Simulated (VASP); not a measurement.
Input of a VASP 6.6.1 run:

File INCAR:

```
SYSTEM = Mo
PREC = Accurate ; ENCUT = 520
EDIFF = 1E-6 ; ISMEAR = 0
SIGMA = 0.1 ; LREAL = .False.
LASPH = .True. ; NELM = 60
ALGO = Normal ; ISIF = 2
LWAVE = .False. ; LCHARG = .True.
GGA = PE ; LELF = .True.
LVHAR = .True. ; NBANDS = 21
```

The input KPOINTS:

```
Automatic mesh
0
Gamma
  6 6 4
  0 0 0
```

POSCAR

```
Mo
1.0
    2.8739028738      0.0000000000      0.0000000000
   -1.4369514369      2.4888728967      0.0000000000
    0.0000000000      0.0000000000      4.4643408703
Mo
2
Direct
    0.3333333333      0.6666666667      0.2500000000
    0.6666666667      0.3333333333      0.7500000000
```

Potentials or basis: VASP PAW PBE potentials, release 64 (Mo_sv).

Command:

```sh
$ cat potpaw_PBE.64/Mo_sv/POTCAR > POTCAR
$ mpirun -np 1 vasp_std > vasp.out
```

Task: Estimate the band gap on the k mesh.

Result: Zero (band 14 reaches 12.76 eV, above the bottom of band 15 at 10.92 eV).

Task: What does it give for the pressure?

Result: 0.6 GPa.

Stress tensor (GPa, compression positive):
```
0.65 0.00 0.00
0.00 0.65 0.00
0.00 0.00 0.41
```

Caveat: the k points lie up to 0.42 Å⁻¹ apart.
